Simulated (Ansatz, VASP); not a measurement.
Two plane-wave programs on Pd

INCAR

```
SYSTEM = Pd
PREC = Accurate
ENCUT = 500
EDIFF = 1E-7
ISMEAR = 0
SIGMA = 0.1
LREAL = .False.
LASPH = .True.
NELM = 120
ALGO = Normal
ISIF = 3
LWAVE = .False.
LCHARG = .False.
GGA = CA
IBRION = 2
NSW = 80
EDIFFG = -0.003
GGA_COMPAT = .False.
NELMIN = 4
```

File KPOINTS:

```
regular mesh
0
Gamma
  12 12 12
  0 0 0
```

The input POSCAR:

```
Pd
1.0
    0.0000000000      1.9500000000      1.9500000000
    1.9500000000      0.0000000000      1.9500000000
    1.9500000000      1.9500000000      0.0000000000
Pd
1
Direct
    0.0000000000      0.0000000000      0.0000000000
```

Input for Ansatz:

```yaml
crystal:
  lattice:
    - [0.0, 1.95, 1.95]
    - [1.95, 0.0, 1.95]
    - [1.95, 1.95, 0.0]
  atoms:
    - { symbol: Pd, position: [0.0, 0.0, 0.0] }
scf:
  occupations: { method: gaussian, width: 0.1 }
output:
  forces: true
  stress: true
  eigenvalues: true
  write_density: true
  write_potential: true
  elf: true
  volumetric_format: npy
hamiltonian:
  xc: lda
kpoints:
  mp_grid: { grid: [12, 12, 12] }
relax:
  f_tol: 0.003
  cell: { stress_tol: 0.05 }
```

Alike in both runs: task relaxation of cell and atoms; functional LDA; k mesh 12 × 12 × 12; occupations gaussian, width 0.1 eV; no spin polarisation.

|  | VASP | Ansatz |
| --- | --- | --- |
| version | VASP 6.6.1 | Ansatz 0.2.0 |
| potentials or method | VASP PAW LDA potentials, release 64 (Pd) | scalar-relativistic, plane waves, PAW |
| plane-wave cutoff (eV) | 500 | 420 |
| valence electrons in the cell | 10 | 18 |

VASP gave:

```
gap on the k mesh at the Fermi level, each at its own relaxed structure (eV) : none
relaxed volume (Å³/atom)                                                     : 14.14
relaxed cell length with the largest relative difference (Å)                 : 2.715
```

Q: Which values does Ansatz return?

A: gap on the k mesh at the Fermi level, each at its own relaxed structure (eV): none; relaxed volume (Å³/atom): 14.13; relaxed cell length with the largest relative difference (Å): 2.713.

LDA's correlation is that of Perdew and Zunger in VASP and of Perdew and Wang (1992) in Ansatz. A gap of «none» marks a metal or a gap that the smearing closes. VASP's potentials hold 10 valence electrons a cell and Ansatz's 18, so a difference there can come from the potentials and not from the codes.
